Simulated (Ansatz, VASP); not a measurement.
# Two plane-wave programs on InAs

The input INCAR:

```
PREC = Accurate ; ENCUT = 600
EDIFF = 1E-7 ; ISMEAR = -1
SIGMA = 0.05 ; LREAL = False
LASPH = True ; NELM = 60
ALGO = Normal ; ISIF = 3
LWAVE = False ; LCHARG = False
GGA = RP ; IVDW = 13
IBRION = 2 ; NSW = 60
EDIFFG = -0.01
```

Contents of KPOINTS:

```
regular mesh
0
Gamma
  8 8 8
```

Contents of POSCAR:

```
InAs
1.0
    0.0000000000      2.8773040000      2.8773040000
    2.8773040000      0.0000000000      2.8773040000
    2.8773040000      2.8773040000      0.0000000000
In As
1 1
Direct
    0.5000000000      0.5000000000      0.5000000000
    0.0000000000      0.0000000000      0.0000000000
```

File input.yaml:

```yaml
crystal:
  lattice:
    - [0.0, 2.877304, 2.877304]
    - [2.877304, 0.0, 2.877304]
    - [2.877304, 2.877304, 0.0]
  atoms:
    - { symbol: In, position: [0.5, 0.5, 0.5] }
    - { symbol: As, position: [0.0, 0.0, 0.0] }
hamiltonian:
  xc: rpbe
  pseudopotentials: { kind: paw }
  dispersion: d4
kpoints:
  mp_grid: { grid: [8, 8, 8] }
scf:
  occupations: { method: fermi_dirac, width: 0.05 }
output:
  forces: true
  stress: true
  eigenvalues: true
relax:
  f_tol: 0.01
  max_steps: 40
  cell: { stress_tol: 0.05 }
```

Alike in both runs: task relaxation of cell and atoms; functional RPBE; dispersion D4; k mesh 8 × 8 × 8; occupations fermi-dirac, width 0.05 eV; no spin polarisation.

|  | VASP | Ansatz |
| --- | --- | --- |
| version | VASP 6.6.1 | Ansatz 0.2.0 |
| potentials or method | VASP PAW PBE potentials, release 64 (In_d, As) | Ansatz PAW |
| plane-wave cutoff (eV) | 600 | 420 |
| valence electrons in the cell | 18 | 28 |

```csv
,VASP,Ansatz,Ansatz less VASP
"gap on the k mesh at the Fermi level, each at its own relaxed structure (eV)",none,none,-
relaxed volume (Å³/atom),22.59,22.57,-0.024
relaxed length of the cell vector where the two differ most in proportion (Å),3.998,3.997,-0.0014
```

VASP's potentials were made for PBE, not for RPBE. A gap of «none» marks a metal or a gap that the smearing closes. VASP's potentials hold 18 valence electrons a cell and Ansatz's 28, so a difference there can come from the potentials and not from the codes.

Noted on Ansatz's run: the plane-wave basis is chosen anew once the cell has moved, so the energies of steps on either side of that aren't comparable.
